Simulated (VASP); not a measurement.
A run of VASP 6.6.1:

The input INCAR:

```
ALGO = Normal ; EDIFF = 1E-8
ENCUT = 520 ; GGA = PE
IBRION = 8 ; ISIF = 2
ISMEAR = -1 ; LASPH = T
LCHARG = F ; LREAL = F
LWAVE = F ; NBANDS = 16
NELM = 80 ; NSW = 1
PREC = Accurate ; SIGMA = 0.05
```

KPOINTS

```
k-points
0
Gamma
  6 6 6
```

File POSCAR:

```
InAs
1.0
    0.0000000000      2.8773040000      2.8773040000
    2.8773040000      0.0000000000      2.8773040000
    2.8773040000      2.8773040000      0.0000000000
In As
1 1
Direct
    0.5000000000      0.5000000000      0.5000000000
    0.0000000000      0.0000000000      0.0000000000
```

Potentials or basis: VASP PAW PBE potentials, release 64 (In_d, As).

Launch:

```console
$ cat potpaw_PBE.64/In_d/POTCAR potpaw_PBE.64/As/POTCAR > POTCAR
$ mpirun -np 1 vasp_std > vasp.out
```

Hardware: 1 thread of Intel(R) Xeon(R) 6975P-C (Granite Rapids), on a shared host.

How long does it take, and how much memory?

Run time: 70 s on 1 thread of Intel(R) Xeon(R) 6975P-C (Granite Rapids), with other jobs on the host, peak memory 0.22 GiB. Counts: scf iterations 44, k points 16.
